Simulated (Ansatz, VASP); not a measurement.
CdS: VASP beside Ansatz

INCAR

```
  PREC = Accurate
  ENCUT = 540
  EDIFF = 1E-7
  ISMEAR = -1
  SIGMA = 0.02
  LREAL = False
  LASPH = True
  NELM = 120
  ALGO = Normal
  ISIF = 3
  LWAVE = False
  LCHARG = False
  GGA = CA
  IBRION = 2
  NSW = 70
  EDIFFG = -0.005
  GGA_COMPAT = False
  NELMIN = 4
```

File KPOINTS:

```
regular mesh
0
Gamma
  9 9 9
```

Contents of POSCAR:

```
CdS
1.0
    0.0000000000      2.7532440000      2.7532440000
    2.7532440000      0.0000000000      2.7532440000
    2.7532440000      2.7532440000      0.0000000000
Cd S
1 1
Direct
    0.0000000000      0.0000000000      0.0000000000
    0.5000000000      0.5000000000      0.5000000000
```

Input for Ansatz:

```yaml
crystal:
  lattice:
    - [0.0, 2.753244, 2.753244]
    - [2.753244, 0.0, 2.753244]
    - [2.753244, 2.753244, 0.0]
  atoms:
    - { symbol: Cd, position: [0.0, 0.0, 0.0] }
    - { symbol: S, position: [0.5, 0.5, 0.5] }
kpoints:
  mp_grid: { grid: [9, 9, 9] }
scf:
  occupations: { method: fermi_dirac, width: 0.02 }
hamiltonian:
  xc: lda
  pseudopotentials: { kind: paw }
output:
  forces: true
  stress: true
relax:
  f_tol: 0.005
  max_steps: 50
  cell: {}
```

Alike in both runs: task relaxation of cell and atoms; functional LDA; k mesh 9 × 9 × 9; occupations fermi-dirac, width 0.02 eV; no spin polarisation.

|  | VASP | Ansatz |
| --- | --- | --- |
| version | VASP 6.6.1 | Ansatz 0.2.0 |
| potentials or method | VASP PAW LDA potentials, release 64 (Cd_sv_GW, S) | PAW with Ansatz's default frozen-core files, scalar-relativistic |
| plane-wave cutoff (eV) | 540 | 420 |
| valence electrons in the cell | 26 | 26 |

VASP gave:

* relaxed volume (Å³/atom): 18.91
* relaxed cell length with the largest relative difference (Å): 3.768

Question: Which values does Ansatz return?

Answer: Relaxed volume (Å³/atom): 19.03; relaxed cell length with the largest relative difference (Å): 3.776.

LDA's correlation is that of Perdew and Zunger in VASP and of Perdew and Wang (1992) in Ansatz.
